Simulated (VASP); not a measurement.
# K (I4/mmm) in VASP: further runs, part 3 of 3

VASP 6.6.1.

### 4 Single point, PBEsol (strain +0.000 along x and y, -0.050 along z)

INCAR

```
PREC = Accurate
ENCUT = 520
EDIFF = 1E-6
ISMEAR = 0
SIGMA = 0.15
LREAL = False
LASPH = True
NELM = 100
ALGO = Fast
ISIF = 2
LWAVE = False
LCHARG = False
GGA = PS
NBANDS = 10
```

KPOINTS

```
regular mesh
0
Gamma
  14 14 14
```

POSCAR

```
K
1.0
   -2.6180000000      2.6180000000      2.4871000000
    2.6180000000     -2.6180000000      2.4871000000
    2.6180000000      2.6180000000     -2.4871000000
K
1
Direct
    0.0000000000      0.0000000000      0.0000000000
```

Potentials or basis: VASP PAW PBE potentials, release 64 (K_sv).

On the command line:

```sh
$ cat potpaw_PBE.64/K_sv/POTCAR > POTCAR
$ mpirun -np 1 vasp_std > vasp.out
```

OUTCAR:

```text
PREC = Accurate
   ENCUT = 520
   EDIFF = 1E-6
   ISMEAR = 0
   LREAL = False
   LASPH = True
   NELM = 100
   ISIF = 2
   GGA = PS

 ion  position               nearest neighbor table
   1  0.000  0.000  0.000-

  LATTYP: Found a body centered tetragonal cell.
 ALAT       =     5.2360000000
 C/A-ratio  =     0.9500000000

  Lattice vectors:

 A1 = (  -2.6180000000,   2.6180000000,   2.4871000000)
 A2 = (   2.6180000000,  -2.6180000000,   2.4871000000)
 A3 = (   2.6180000000,   2.6180000000,  -2.4871000000)

Analysis of symmetry for initial positions (statically):
=====================================================================
 Subroutine PRICEL returns:
 Original cell was already a primitive cell.

 Routine SETGRP: Setting up the symmetry group for a
 body centered tetragonal supercell.

 Subroutine GETGRP returns: Found 16 space group operations
 (whereof 16 operations were pure point group operations)
 out of a pool of 16 trial point group operations.

The static configuration has the point symmetry D_4h.

Analysis of symmetry for dynamics (positions and initial velocities):
=====================================================================
 Subroutine PRICEL returns:
 Original cell was already a primitive cell.

 Routine SETGRP: Setting up the symmetry group for a
 body centered tetragonal supercell.

 Subroutine GETGRP returns: Found 16 space group operations
 (whereof 16 operations were pure point group operations)
 out of a pool of 16 trial point group operations.

The dynamic configuration has the point symmetry D_4h.

 Subroutine INISYM returns: Found 16 space group operations
 (whereof 16 operations are pure point group operations),
 and found     1 'primitive' translations

----------------------------------------------------------------------------------------

                                     Primitive cell

  volume of cell :      68.1856

  direct lattice vectors                    reciprocal lattice vectors
    -2.618000000  2.618000000  2.487100000     0.000000000  0.190985485  0.201037353
     2.618000000 -2.618000000  2.487100000     0.190985485  0.000000000  0.201037353
     2.618000000  2.618000000 -2.487100000     0.190985485  0.190985485  0.000000000

  length of vectors
     4.460214615  4.460214615  4.460214615     0.277293117  0.277293117  0.270094263

  position of ions in fractional coordinates (direct lattice)
     0.000000000  0.000000000  0.000000000

  ion indices of the primitive-cell ions
   primitive index   ion index
                 1           1

----------------------------------------------------------------------------------------

 KPOINTS: regular mesh

Automatic generation of k-mesh.
 Grid dimensions read from file:
 generate k-points for:   14   14   14

 Generating k-lattice:

  Cartesian coordinates                     Fractional coordinates (reciprocal lattice)
     0.000000000  0.013641820  0.014359811     0.071428571  0.000000000  0.000000000
     0.013641820  0.000000000  0.014359811     0.000000000  0.071428571  0.000000000
     0.013641820  0.013641820  0.000000000     0.000000000  0.000000000  0.071428571

  Length of vectors
     0.019806651  0.019806651  0.019292447

  Shift w.r.t. Gamma in fractional coordinates (k-lattice)
     0.000000000  0.000000000  0.000000000

 Subroutine IBZKPT returns following result:
 ===========================================

 Found    244 irreducible k-points:

 Following reciprocal coordinates:
            Coordinates               Weight
  0.000000  0.000000  0.000000      1.000000
  0.071429  0.000000 -0.000000      8.000000
  0.142857  0.000000  0.000000      8.000000
  0.214286  0.000000  0.000000      8.000000
  0.285714  0.000000  0.000000      8.000000
  0.357143  0.000000  0.000000      8.000000
[... 16 lines left out ...]
  0.214286  0.142857  0.000000     16.000000
  0.285714  0.142857  0.000000     16.000000
 [... further k-points ...]
   k-points           NKPTS =    244   k-points in BZ     NKDIM =    244   number of bands    NBANDS=     10
   number of dos      NEDOS =    301   number of ions     NIONS =      1
   total plane-waves  NPLWV =  46656
   dimension x,y,z NGX =    36 NGY =   36 NGZ =   36
   dimension x,y,z NGXF=    72 NGYF=   72 NGZF=   72
   ions per type =               1
   NGX,Y,Z   is equivalent  to a cutoff of  13.42, 13.42, 13.42 a.u.
   NGXF,Y,Z  is equivalent  to a cutoff of  26.84, 26.84, 26.84 a.u.
 SYSTEM =  unknown system
   PREC   = accura    normal or accurate (medium, high low for compatibility)
   ISTART =      0    job   : 0-new  1-cont  2-samecut
   ICHARG =      2    charge: 1-file 2-atom 10-const
   ISPIN  =      1    spin polarized calculation?
   LNONCOLLINEAR =      F non collinear calculations
   LSORBIT =      F    spin-orbit coupling
   LASPH  =      T    aspherical Exc in radial PAW
   ENCUT  =  520.0 eV  38.22 Ry    6.18 a.u.   8.29  8.29  8.29*2*pi/ulx,y,z
   NELM   =    100;   NELMIN=  2; NELMDL= -5     # of ELM steps
   EDIFF  = 0.1E-05   stopping-criterion for ELM
   LREAL  =      F    real-space projection
   EDIFFG = 0.1E-04   stopping-criterion for IOM
   NSW    =      0    number of steps for IOM
   IBRION =     -1    ionic relax: 0-MD 1-quasi-New 2-CG
   NFREE  =      0    steps in history (QN), initial steepest desc. (CG)
   ISIF   =      2    stress and relaxation
   ISYM   =      2    0-nonsym 1-usesym 2-fastsym
   POTIM  = 0.5000    time-step for ionic-motion
   TEBEG  =    0.0;   TEEND  =   0.0 temperature during run
   PSTRESS=    0.0 pullay stress
   NELECT =       9.0000    total number of electrons
   NUPDOWN=      -1.0000    fix difference up-down
   EMIN   =  10.00;   EMAX   =-10.00  energy-range for DOS
   EFERMI =   0.00;   METHOD = LEGACY
   ISMEAR =     0;   SIGMA  =   0.15  broadening in eV -4-tet -1-fermi 0-gaus
   EFERMI_NEDOS =   21; number of points for ismear=-14 and -15
   IALGO  =     68    algorithm
   IMIX   =      4    mixing-type and parameters
     AMIX     =   0.40;   BMIX     =  1.00
     AMIX_MAG =   1.60;   BMIX_MAG =  1.00
  volume/ion in A,a.u.               =      68.19       460.14
  Fermi-wavevector in a.u.,A,eV,Ry     =   0.833537  1.575156  9.453107  0.694784
  Thomas-Fermi vector in A             =   1.946777
   LORBIT       =      0    0 simple, 1 ext, 2 COOP (PROOUT), +10 PAW based schemes
   GGA     = PS    functional components
   LHFCALC =     F    Hartree Fock is set to
   AEXX    =    0.0000 exact exchange contribution
   IVDW    =     0    specifies the selected vdW correction
   LEPSILON=     F    determine dielectric tensor
   LRPA    =     F    only Hartree local field effects (RPA)
 non-spin polarized calculation
 RMM-DIIS sequential band-by-band and
 Gauss-broadening in eV      SIGMA  =   0.15
  energy-cutoff  :      520.00
  volume of cell :       68.19
 maximum number of plane-waves:      1857
 NGX is ok and might be reduce to    36
   NGX = 17   NGY = 17   NGZ = 17

 number of electron       9.0000000 magnetization

 Free energy of the ion-electron system (eV)
  ---------------------------------------------------
  ext. energy  EPLUGINS =         0.00000000
  ---------------------------------------------------
  free energy    TOTEN  =        -1.13597216 eV

  energy without entropy =       -1.12750576  energy(sigma->0) =       -1.13173896

 E-fermi :   0.0009     XC(G=0):  -5.8885

 val. band max:       -0.0344474811   @ k =  -0.0714   0.4286   0.0714
 cond. band min:       0.0187843469   @ k =   0.5000   0.3571   0.0000
 fundamental gap:      0.0532318280
 Fermi energy:         0.0009342137

 k-point     1 :       0.0000    0.0000    0.0000
  band No.  band energies     occupation
      1     -31.9474      2.00000
      2     -15.4512      2.00000
      3     -15.4508      2.00000
      4     -15.4508      2.00000
      5      -2.2679      2.00000
      6       4.1914      0.00000
      7       4.4683      0.00000
      8       4.4683      0.00000
      9       5.1530      0.00000
     10       5.5161      0.00000
[... 287 lines left out ...]
 k-point    24 :       0.2857    0.1429    0.0000
  band No.  band energies     occupation
      1     -31.9419      2.00000
      2     -15.5237      2.00000
      3     -15.4784      2.00000
      4     -15.4585      2.00000
      5      -0.4694      1.99999
      6       2.0553      0.00000
      7       2.9401      0.00000
      8       4.9406      0.00000
      9       5.3947      0.00000
     10       5.9069      0.00000

 [... further k-points ...]

------------------------ aborting loop because EDIFF is reached ----------------------------------------

  FORCE on cell =-STRESS in cart. coord.  units (eV):
  Direction    XX          YY          ZZ          XY          YZ          ZX
  --------------------------------------------------------------------------------------
  -------------------------------------------------------------------------------------
  Total        0.0548740      0.0548740      0.0811703      0.0000000      0.0000000      0.0000000
  in kB        1.2893902      1.2893902      1.9072822      0.0000000      0.0000000      0.0000000
  external PRESSURE =       1.4953542 kB  Pullay stress =       0.0000000 kB

 VOLUME and BASIS-vectors are now :
 -----------------------------------------------------------------------------
  energy-cutoff  :      520.00
  volume of cell :       68.19
      direct lattice vectors                 reciprocal lattice vectors
    -2.618000000  2.618000000  2.487100000     0.000000000  0.190985485  0.201037353
     2.618000000 -2.618000000  2.487100000     0.190985485  0.000000000  0.201037353
     2.618000000  2.618000000 -2.487100000     0.190985485  0.190985485  0.000000000

 POSITION                                       TOTAL-FORCE (eV/Angst)
 -----------------------------------------------------------------------------------
      0.00000      0.00000      0.00000         0.000000     -0.000000      0.000000
 -----------------------------------------------------------------------------------
    total drift:                               -0.000000      0.000000      0.000000

  FREE ENERGIE OF THE ION-ELECTRON SYSTEM (eV)
  ---------------------------------------------------
  free  energy   TOTEN  =        -1.1359721586 eV

  energy  without entropy=       -1.1275057575  energy(sigma->0) =       -1.13173896
```

Wall time 3.8 min (1 thread of Intel Xeon 8259CL, shared host); peak memory 0.32 GiB.

Results:

| Property | Result |
| --- | --- |
| Free energy | -1.1360 eV |
| Pressure | 0.1 GPa |
| Band gap on the k mesh | zero (an odd number of electrons rules out a gap without spin polarisation) |

Caveat: the cell differs from its parent crystal (strain +0.000 along x and y, -0.050 along z); the PAW data sets were made with another functional, which shifts forces and pressure a little.

### 5 Single point, PBEsol (strain -0.025 along x and y, +0.025 along z)

INCAR

```
SYSTEM = K
PREC     = Accurate       ! precision mode
ENCUT    = 520            ! plane-wave cutoff, eV
EDIFF    = 1E-6           ! SCF threshold, eV
ISMEAR   = 0              ! smearing method
SIGMA    = 0.15           ! smearing width, eV
LREAL    = .FALSE.        ! projectors in reciprocal space
LASPH    = .TRUE.         ! aspherical terms in the spheres
NELM     = 60             ! most SCF steps
ALGO     = Fast           ! electronic algorithm
ISIF     = 2              ! what is computed and relaxed
LWAVE    = .FALSE.        ! write WAVECAR
LCHARG   = .TRUE.         ! write CHGCAR
GGA      = PS             ! functional
LELF     = .TRUE.         ! ELF
LVHAR    = .TRUE.       
NBANDS   = 10             ! bands
```

KPOINTS

```
Automatic mesh
0
G
  14 14 14
  0 0 0
```

POSCAR

```
K
1.0
   -2.5525500000      2.5525500000      2.6834500000
    2.5525500000     -2.5525500000      2.6834500000
    2.5525500000      2.5525500000     -2.6834500000
K
1
Direct
    0.0000000000      0.0000000000      0.0000000000
```

On the command line:

```sh
$ cat potpaw_PBE.64/K_sv/POTCAR > POTCAR
$ mpirun -np 1 vasp_std > vasp.out
```

It took 4 min on 1 thread of Intel Xeon 8259CL, shared host; peak memory 0.32 GiB.

The run converged. Its results:

```yaml
Free_energy: -1.1373 eV
Pressure: 0.0 GPa
Band_gap_on_the_k_mesh: zero (an odd number of electrons rules out a gap without spin polarisation)
```

Levels at points of the mesh, in eV from the Fermi level:
| k point | band 1 | band 2 | band 3 | band 4 | band 5 | band 6 | band 7 | band 8 | band 9 |
| --- | --- | --- | --- | --- | --- | --- | --- | --- | --- |
| (0.00, 0.00, 0.00) | -31.96 | -15.47 | -15.47 | -15.47 | -2.23 | 4.27 | 4.27 | 4.52 | 5.13 |
| (0.50, 0.00, 0.00) | -31.96 | -15.55 | -15.49 | -15.47 | 0.41 | 0.67 | 3.28 | 4.89 | 5.82 |
| (0.50, 0.50, 0.00) | -31.96 | -15.55 | -15.50 | -15.47 | 0.51 | 0.80 | 3.00 | 5.12 | 5.90 |
| (0.50, 0.50, 0.50) | -31.95 | -15.53 | -15.52 | -15.52 | 1.56 | 1.74 | 3.23 | 3.80 | 3.80 |

Caveat: the cell differs from its parent crystal (strain -0.025 along x and y, +0.025 along z); the PAW data sets were made with another functional, which shifts forces and pressure a little.

### 6 Summary

| cell | further INCAR settings | gap on the mesh (eV) | pressure (GPa) |
| --- | --- | --- | --- |
| a = 4.424 Å, angles 111.6, 111.6, 105.3°, 1 atom | ALGO = Fast; EDIFF = 1e-06; NBANDS = 10 | none | 0.3 |
| a = 4.464 Å, angles 112.3, 112.3, 104.0°, 1 atom | ALGO = Fast; EDIFF = 1e-07; NBANDS = 10 | none | 0.2 |
| a = 4.460 Å, angles 108.1, 108.1, 112.2°, 1 atom | ALGO = Fast; EDIFF = 1e-06; NBANDS = 10 | none | 0.1 |
| a = 4.498 Å, angles 110.8, 110.8, 106.7°, 1 atom | ALGO = Fast; EDIFF = 1e-06; NBANDS = 10 | none | 0.0 |

Alike in all rows: task single point; level PBEsol; potentials or basis VASP PAW PBE potentials, release 64 (K_sv); no spin polarisation; k mesh 14 × 14 × 14; cutoff (eV) 520; smearing gaussian 0.15 eV.

Caveats: the PAW data sets were made with another functional, which shifts forces and pressure a little.

Total energies depend on the potentials used, so only differences within one code and one set of settings carry meaning.

The gap in the log of VASP goes by the Fermi energy; the results here count the filled bands.